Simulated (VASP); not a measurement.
## AlO2: relaxation of cell and atoms with PBE

AlO2:

```
Al O
1.0
     3.11350    0.00000    0.00000
     0.00000    3.11350    0.00000
     0.00000    0.00000    4.76583
Al O
1 2
Cartesian
  1.5567 1.5567 2.3829
  1.5567 1.5567 4.0842
  1.5567 1.5567 0.6817
```

* Program: VASP 6.6.1
* Task: relaxation of cell and atoms
* Functional: PBE
* Potentials or basis: VASP PAW PBE potentials, release 64 (Al, O)
* Cutoff: 600 eV
* k mesh: 14 × 14 × 10
* Occupations: gaussian, width 0.1 eV
* Spin: no spin polarisation
* Dipole correction: no
* Further INCAR settings: ALGO = Normal; EDIFF = 1e-06; IBRION = 2; EDIFFG = -0.01; NSW = 100; ISIF = 3

The relaxed volume is 15.53 Å³/atom. The relaxed cell is a = 3.124 Å, b = 3.124 Å, c = 4.772 Å, α = 90.00°, β = 90.00°, γ = 90.00°. The space group after relaxing (to 0.05 Å) is P4/mmm (No. 123). The energy gained by relaxing is 0.8 meV/atom, the ionic steps are 8 and the pressure after relaxing is 0.0 GPa.

Forces on the atoms (eV/Å):
```
Al   0.000  0.000  0.000
O    0.000  0.000  0.003
O    0.000  0.000 -0.003
```

Step by step:
| step | energy change (eV) | largest force (eV/Å) | pressure (GPa) | volume (Å³) |
| --- | --- | --- | --- | --- |
| 1 | 0.0000 | 0.3580 | 0.36 | 46.20 |
| 2 | 0.0079 | 0.6981 | -0.35 | 46.43 |
| 3 | -0.0020 | 0.0007 | 0.08 | 46.27 |
| 4 | -0.0020 | 0.0076 | 0.11 | 46.27 |
| 5 | -0.0021 | 0.0016 | 0.15 | 46.33 |
| 6 | -0.0022 | 0.0137 | 0.21 | 46.40 |
| 7 | -0.0022 | 0.0108 | 0.17 | 46.45 |
| 8 | -0.0023 | 0.0028 | 0.02 | 46.58 |

Final structure:
```
Al O
1.0
     3.12436    0.00000    0.00000
     0.00000    3.12436    0.00000
     0.00000    0.00000    4.77161
Al O
1 2
Direct
  0.50000 0.50000 0.50000
  0.50000 0.50000 0.85577
  0.50000 0.50000 0.14423
```

Levels at points of the mesh, in eV from the Fermi level:
```
           k point  band 5  band 6  band 7  band 8  band 9  band 10
(0.00, 0.00, 0.00)   -4.61   -1.74   -0.53   -0.53    3.83     7.74
(0.50, 0.00, 0.00)   -4.46   -1.74   -0.42    0.53    1.45     4.20
(0.50, 0.50, 0.00)   -5.82   -1.45   -1.45    2.60    2.60     4.25
(0.00, 0.00, 0.50)   -4.56   -3.40   -0.71   -0.71    5.14     5.85
(0.50, 0.00, 0.50)   -4.43   -3.24   -0.57   -0.54    2.37     6.00
(0.50, 0.50, 0.50)   -5.59   -2.36   -2.36    2.05    3.97     3.97
```

It took 9.2 min on 1 thread of Intel Xeon 6975P-C, with other jobs on the host, peak memory 0.28 GiB.

Caveat: an odd number of electrons without spin polarisation forces a metal; a magnetic or distorted state may lie lower.
